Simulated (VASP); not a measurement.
# ZrSi2 (Cmcm) in VASP: a series of runs

The runs below take ZrSi2 through single point, with PBE.

Everything below comes from runs of VASP 6.6.1. Logs are shortened: lines on timing, memory, paths and dates and some standing lists are left out, and cuts for length are marked.

## (1) The cell of the first run

Symmetry: Cmcm, No. 63, orthorhombic system. Conventional cell: a = 3.755 Å, b = 14.929 Å, c = 3.720 Å, α = 90.00°, β = 90.00°, γ = 90.00°. Within 3.8 Å of Zr (site symmetry m2m) lie 10 Si at 2.76 to 3.01 Å and 6 Zr at 3.66 to 3.75 Å. Within 3.5 Å of Si (site symmetry m2m) lie 8 Si at 2.64 to 3.50 Å and 4 Zr at 2.85 to 2.87 Å. Si (site symmetry m2m) has 2 Si at 2.43 Å and 6 Zr at 2.76 to 3.01 Å within 3.2 Å.

## (2) Single point, PBE

Input file INCAR:

```
SYSTEM = ZrSi2
ALGO = Normal ; EDIFF = 1E-6
ENCUT = 520 ; GGA = PE
ISIF = 2 ; ISMEAR = -1
LASPH = .TRUE. ; LCHARG = .TRUE.
LELF = .TRUE. ; LREAL = .FALSE.
LVHAR = .TRUE. ; LWAVE = .FALSE.
NBANDS = 29 ; NELM = 60
PREC = Accurate ; SIGMA = 0.05
```

Input file KPOINTS:

```
k-points
0
G
  7 7 7
  0 0 0
```

Input file POSCAR:

```
ZrSi2
1.0
    1.8773843753     -7.4644519076      0.0000000000
    1.8773843753      7.4644519076      0.0000000000
    0.0000000000      0.0000000000      3.7203213308
Zr Si
2 4
Direct
    0.1054000000      0.8946000000      0.2500000000
    0.8946000000      0.1054000000      0.7500000000
    0.7504000000      0.2496000000      0.2500000000
    0.2496000000      0.7504000000      0.7500000000
    0.4478000000      0.5522000000      0.2500000000
    0.5522000000      0.4478000000      0.7500000000
```

Potentials or basis: VASP PAW PBE potentials, release 64 (Zr_sv, Si).

Run with:

```sh
$ cat potpaw_PBE.64/Zr_sv/POTCAR potpaw_PBE.64/Si/POTCAR > POTCAR
$ mpirun -np 1 vasp_std > vasp.out
```

OUTCAR:

```text
SYSTEM = ZrSi2
   EDIFF = 1E-6
   ENCUT = 520
   GGA = PE
   ISIF = 2
   ISMEAR = -1
   LASPH = .TRUE.
   LREAL = .FALSE.
   NELM = 60
   PREC = Accurate

 ion  position               nearest neighbor table
   1  0.105  0.895  0.250-   6 2.76   6 2.76   6 2.76   6 2.76   4 2.85   4 2.85   3 2.87   3 2.87
                             5 3.01   5 3.01   2 3.66   2 3.66
   2  0.895  0.105  0.750-   5 2.76   5 2.76   5 2.76   5 2.76   3 2.85   3 2.85   4 2.87   4 2.87
                             6 3.01   6 3.01   1 3.66   1 3.66
   3  0.750  0.250  0.250-   4 2.64   4 2.64   4 2.64   4 2.64   2 2.85   2 2.85   1 2.87   1 2.87

   4  0.250  0.750  0.750-   3 2.64   3 2.64   3 2.64   3 2.64   1 2.85   1 2.85   2 2.87   2 2.87

   5  0.448  0.552  0.250-   6 2.43   6 2.43   2 2.76   2 2.76   2 2.76   2 2.76   1 3.01   1 3.01

   6  0.552  0.448  0.750-   5 2.43   5 2.43   1 2.76   1 2.76   1 2.76   1 2.76   2 3.01   2 3.01

  LATTYP: Found a base centered orthorhombic cell.
 ALAT       =     3.7547687506
 B/A-ratio  =     3.9759848893
 C/A-ratio  =     0.9908256881

  Lattice vectors:

 A1 = (   1.8773843753,  -7.4644519076,   0.0000000000)
 A2 = (   1.8773843753,   7.4644519076,   0.0000000000)
 A3 = (   0.0000000000,   0.0000000000,   3.7203213308)

Analysis of symmetry for initial positions (statically):
=====================================================================
 Subroutine PRICEL returns:
 Original cell was already a primitive cell.

 Routine SETGRP: Setting up the symmetry group for a
 base centered orthorhombic supercell.

 Subroutine GETGRP returns: Found  8 space group operations
 (whereof  4 operations were pure point group operations)
 out of a pool of  8 trial point group operations.

The static configuration has the point symmetry C_2h.
 The point group associated with its full space group is D_2h.

Analysis of symmetry for dynamics (positions and initial velocities):
=====================================================================
 Subroutine PRICEL returns:
 Original cell was already a primitive cell.

 Routine SETGRP: Setting up the symmetry group for a
 base centered orthorhombic supercell.

 Subroutine GETGRP returns: Found  8 space group operations
 (whereof  4 operations were pure point group operations)
 out of a pool of  8 trial point group operations.

The dynamic configuration has the point symmetry C_2h.
 The point group associated with its full space group is D_2h.

 Subroutine INISYM returns: Found  8 space group operations
 (whereof  4 operations are pure point group operations),
 and found     1 'primitive' translations

----------------------------------------------------------------------------------------

                                     Primitive cell

  volume of cell :     104.2705

  direct lattice vectors                    reciprocal lattice vectors
     1.877384375 -7.464451908  0.000000000     0.266327986 -0.066984155  0.000000000
     1.877384375  7.464451908  0.000000000     0.266327986  0.066984155  0.000000000
     0.000000000  0.000000000  3.720321331     0.000000000  0.000000000  0.268793986

  length of vectors
     7.696922396  7.696922396  3.720321331     0.274622419  0.274622419  0.268793986

  position of ions in fractional coordinates (direct lattice)
     0.105400000  0.894600000  0.250000000
     0.894600000  0.105400000  0.750000000
     0.750400000  0.249600000  0.250000000
     0.249600000  0.750400000  0.750000000
     0.447800000  0.552200000  0.250000000
     0.552200000  0.447800000  0.750000000

  ion indices of the primitive-cell ions
   primitive index   ion index
                 1           1
                 2           2
                 3           3
                 4           4
                 5           5
                 6           6

----------------------------------------------------------------------------------------

 KPOINTS: k-points

Automatic generation of k-mesh.
 Grid dimensions read from file:
 generate k-points for:    7    7    7

 Generating k-lattice:

  Cartesian coordinates                     Fractional coordinates (reciprocal lattice)
     0.038046855 -0.009569165  0.000000000     0.142857143  0.000000000  0.000000000
     0.038046855  0.009569165  0.000000000     0.000000000  0.142857143  0.000000000
     0.000000000  0.000000000  0.038399141     0.000000000  0.000000000  0.142857143

  Length of vectors
     0.039231774  0.039231774  0.038399141

  Shift w.r.t. Gamma in fractional coordinates (k-lattice)
     0.000000000  0.000000000  0.000000000

 Subroutine IBZKPT returns following result:
 ===========================================

 Found     64 irreducible k-points:

 Following reciprocal coordinates:
            Coordinates               Weight
  0.000000  0.000000  0.000000      1.000000
  0.142857  0.000000  0.000000      4.000000
  0.285714  0.000000  0.000000      4.000000
  0.428571  0.000000  0.000000      4.000000
  0.142857  0.142857  0.000000      2.000000
  0.285714  0.142857  0.000000      4.000000
[... 16 lines left out ...]
  0.428571  0.142857  0.142857      8.000000
 -0.428571  0.142857  0.142857      8.000000
 [... further k-points ...]
   k-points           NKPTS =     64   k-points in BZ     NKDIM =     64   number of bands    NBANDS=     29
   number of dos      NEDOS =    301   number of ions     NIONS =      6
   total plane-waves  NPLWV = 100800
   dimension x,y,z NGX =    60 NGY =   60 NGZ =   28
   dimension x,y,z NGXF=   120 NGYF=  120 NGZF=   56
   ions per type =               2   4
   NGX,Y,Z   is equivalent  to a cutoff of  12.96, 12.96, 12.51 a.u.
   NGXF,Y,Z  is equivalent  to a cutoff of  25.92, 25.92, 25.02 a.u.
 SYSTEM =  ZrSi2
   PREC   = accura    normal or accurate (medium, high low for compatibility)
   ISTART =      0    job   : 0-new  1-cont  2-samecut
   ICHARG =      2    charge: 1-file 2-atom 10-const
   ISPIN  =      1    spin polarized calculation?
   LNONCOLLINEAR =      F non collinear calculations
   LSORBIT =      F    spin-orbit coupling
   LASPH  =      T    aspherical Exc in radial PAW
   ENCUT  =  520.0 eV  38.22 Ry    6.18 a.u.  14.31 14.31  6.92*2*pi/ulx,y,z
   NELM   =     60;   NELMIN=  2; NELMDL= -5     # of ELM steps
   EDIFF  = 0.1E-05   stopping-criterion for ELM
   LREAL  =      F    real-space projection
   EDIFFG = 0.1E-04   stopping-criterion for IOM
   NSW    =      0    number of steps for IOM
   IBRION =     -1    ionic relax: 0-MD 1-quasi-New 2-CG
   NFREE  =      0    steps in history (QN), initial steepest desc. (CG)
   ISIF   =      2    stress and relaxation
   ISYM   =      2    0-nonsym 1-usesym 2-fastsym
   POTIM  = 0.5000    time-step for ionic-motion
   TEBEG  =    0.0;   TEEND  =   0.0 temperature during run
   PSTRESS=    0.0 pullay stress
   NELECT =      40.0000    total number of electrons
   NUPDOWN=      -1.0000    fix difference up-down
   EMIN   =  10.00;   EMAX   =-10.00  energy-range for DOS
   EFERMI =   0.00;   METHOD = LEGACY
   ISMEAR =    -1;   SIGMA  =   0.05  broadening in eV -4-tet -1-fermi 0-gaus
   EFERMI_NEDOS =   21; number of points for ismear=-14 and -15
   IALGO  =     38    algorithm
   IMIX   =      4    mixing-type and parameters
     AMIX     =   0.40;   BMIX     =  1.00
     AMIX_MAG =   1.60;   BMIX_MAG =  1.00
  volume/ion in A,a.u.               =      17.38       117.28
  Fermi-wavevector in a.u.,A,eV,Ry     =   1.189527  2.247880 19.251897  1.414974
  Thomas-Fermi vector in A             =   2.325632
   LORBIT       =      0    0 simple, 1 ext, 2 COOP (PROOUT), +10 PAW based schemes
   GGA     = PE    functional components
   LHFCALC =     F    Hartree Fock is set to
   AEXX    =    0.0000 exact exchange contribution
   IVDW    =     0    specifies the selected vdW correction
   LEPSILON=     F    determine dielectric tensor
   LRPA    =     F    only Hartree local field effects (RPA)
 non-spin polarized calculation
  energy-cutoff  :      520.00
  volume of cell :      104.27
 maximum number of plane-waves:      2826
 NGX is ok and might be reduce to    60
   NGX = 29   NGY = 29   NGZ = 13

 number of electron      40.0000001 magnetization

 Free energy of the ion-electron system (eV)
  ---------------------------------------------------
  ext. energy  EPLUGINS =         0.00000000
  ---------------------------------------------------
  free energy    TOTEN  =       -42.67568146 eV

  energy without entropy =      -42.66648161  energy(sigma->0) =      -42.67108154

 E-fermi :   9.5352     XC(G=0): -11.1024

 val. band max:        9.5108851204   @ k =  -0.4286   0.4286   0.1429
 cond. band min:       9.5497292081   @ k =   0.4286   0.4286   0.2857
 fundamental gap:      0.0388440877
 Fermi energy:         9.5351689680

 k-point     1 :       0.0000    0.0000    0.0000
  band No.  band energies     occupation
      1     -39.3413      2.00000
      2     -39.3310      2.00000
      3     -17.5305      2.00000
      4     -17.4162      2.00000
      5     -17.3973      2.00000
      6     -17.3900      2.00000
[... 21 lines left out ...]
     28      12.4218      0.00000
     29      13.3843      0.00000

 k-point     2 :       0.1429    0.0000    0.0000
  band No.  band energies     occupation
      1     -39.3398      2.00000
      2     -39.3297      2.00000
      3     -17.5248      2.00000
      4     -17.4460      2.00000
      5     -17.4242      2.00000
      6     -17.3881      2.00000
[... 21 lines left out ...]
     28      12.5007      0.00000
     29      13.3199      0.00000

 k-point     3 :       0.2857    0.0000    0.0000
  band No.  band energies     occupation
      1     -39.3366      2.00000
      2     -39.3267      2.00000
      3     -17.5168      2.00000
      4     -17.5072      2.00000
      5     -17.4839      2.00000
      6     -17.3841      2.00000
[... 638 lines left out ...]
      5     -17.4919      2.00000
      6     -17.3984      2.00000
[... 21 lines left out ...]
     28      13.4107      0.00000
     29      13.8666      0.00000

 k-point    24 :      -0.4286    0.1429    0.1429
  band No.  band energies     occupation
      1     -39.3346      2.00000
      2     -39.3258      2.00000
      3     -17.5115      2.00000
      4     -17.4970      2.00000
      5     -17.4809      2.00000
      6     -17.4042      2.00000
[... 21 lines left out ...]
     28      12.8701      0.00000
     29      13.7393      0.00000

 [... further k-points ...]

------------------------ aborting loop because EDIFF is reached ----------------------------------------

  FORCE on cell =-STRESS in cart. coord.  units (eV):
  Direction    XX          YY          ZZ          XY          YZ          ZX
  --------------------------------------------------------------------------------------
  -------------------------------------------------------------------------------------
  Total       -2.9805835     -1.9277094     -2.8264226      0.0000000      0.0000000      0.0000000
  in kB      -45.7984000    -29.6203769    -43.4296284      0.0000000      0.0000000      0.0000000
  external PRESSURE =     -39.6161351 kB  Pullay stress =       0.0000000 kB

 VOLUME and BASIS-vectors are now :
 -----------------------------------------------------------------------------
  energy-cutoff  :      520.00
  volume of cell :      104.27
      direct lattice vectors                 reciprocal lattice vectors
     1.877384375 -7.464451908  0.000000000     0.266327986 -0.066984155  0.000000000
     1.877384375  7.464451908  0.000000000     0.266327986  0.066984155  0.000000000
     0.000000000  0.000000000  3.720321331     0.000000000  0.000000000  0.268793986

 POSITION                                       TOTAL-FORCE (eV/Angst)
 -----------------------------------------------------------------------------------
      1.87738      5.89095      0.93008         0.000000     -0.063264     -0.000000
      1.87738     -5.89095      2.79024         0.000000      0.063264      0.000000
      1.87738     -3.73820      0.93008         0.000000      0.070599     -0.000000
      1.87738      3.73820      2.79024         0.000000     -0.070599     -0.000000
      1.87738      0.77929      0.93008         0.000000      0.071003     -0.000000
      1.87738     -0.77929      2.79024         0.000000     -0.071003     -0.000000
 -----------------------------------------------------------------------------------
    total drift:                                0.000000      0.000000     -0.000000

  FREE ENERGIE OF THE ION-ELECTRON SYSTEM (eV)
  ---------------------------------------------------
  free  energy   TOTEN  =       -42.6756814601 eV

  energy  without entropy=      -42.6664816134  energy(sigma->0) =      -42.67108154
```

Wall time 3.8 min (1 thread of Intel Xeon Platinum 8259CL at 2.50GHz (Skylake/Cascade Lake), shared host); peak memory 0.4 GiB.

Results:

* Free energy: -42.6757 eV
* Pressure: -4.0 GPa
* Largest force: 0.071 eV/Å
* Band gap on the k mesh: zero (bands 20 and 21 overlap by 0.59 eV)

Forces in eV/Å, atoms in the order of the input:
```
Zr   0.000 -0.063  0.000
Zr   0.000  0.063  0.000
Si   0.000  0.071  0.000
Si   0.000 -0.071  0.000
Si   0.000  0.071  0.000
Si   0.000 -0.071  0.000
```

Stress tensor (GPa, compression positive):
```
-4.58  0.00  0.00
 0.00 -2.96  0.00
 0.00  0.00 -4.34
```

Caveat: the cell stands under tension.

## (3) Single point, PBE

This run uses another cell than the first one, of 17.71 Å³/atom.

Input file INCAR:

```
SYSTEM = ZrSi2
PREC = Accurate
ENCUT = 520
EDIFF = 1E-7
ISMEAR = -1
SIGMA = 0.05
LREAL = .False.
LASPH = .True.
NELM = 60
ALGO = Normal
ISIF = 2
LWAVE = .False.
LCHARG = .False.
GGA = PE
NBANDS = 29
```

Input file KPOINTS:

```
Automatic mesh
0
Gamma
  7 7 7
  0 0 0
```

POSCAR, as its differences from that of step 2:

```diff
@@ -2,5 +2,5 @@
 1.0
-    1.8773843753     -7.4644519076      0.0000000000
-    1.8773843753      7.4644519076      0.0000000000
-    0.0000000000      0.0000000000      3.7203213308
+    1.8893425599     -7.5119974692      0.0000000000
+    1.8893425599      7.5119974692      0.0000000000
+    0.0000000000      0.0000000000      3.7440182839
 Zr Si
```

Potentials or basis: VASP PAW PBE potentials, release 64 (Zr_sv, Si).

Run with:

```sh
$ cat potpaw_PBE.64/Zr_sv/POTCAR potpaw_PBE.64/Si/POTCAR > POTCAR
$ mpirun -np 1 vasp_std > vasp.out
```

Wall time 3.8 min (1 thread of Intel Xeon Platinum 8259CL at 2.50GHz (Skylake/Cascade Lake), shared host); peak memory 0.39 GiB.

The run converged. Its results:

```yaml
Free_energy: -42.6134 eV
Pressure: -6.0 GPa
Largest_force: 0.100 eV/Å
Band_gap_on_the_k_mesh: zero (bands 20 and 21 overlap by 0.55 eV)
```

Forces in eV/Å, atoms in the order of the input:
```
Zr   0.000 -0.100  0.000
Zr   0.000  0.100  0.000
Si   0.000  0.066  0.000
Si   0.000 -0.066  0.000
Si   0.000  0.031  0.000
Si   0.000 -0.031  0.000
```

Stress tensor (GPa, compression positive):
```
-6.61  0.00  0.00
 0.00 -4.88  0.00
 0.00  0.00 -6.64
```

Levels at points of the mesh, in eV from the Fermi level:
| k point | band 17 | band 18 | band 19 | band 20 | band 21 | band 22 | band 23 | band 24 |
| --- | --- | --- | --- | --- | --- | --- | --- | --- |
| (0.00, 0.00, 0.00) | -2.34 | -2.23 | -2.16 | -0.21 | 1.10 | 1.36 | 1.51 | 1.55 |

Caveat: the cell stands under tension.

The gap in the log of VASP goes by the Fermi energy; the results here count the filled bands.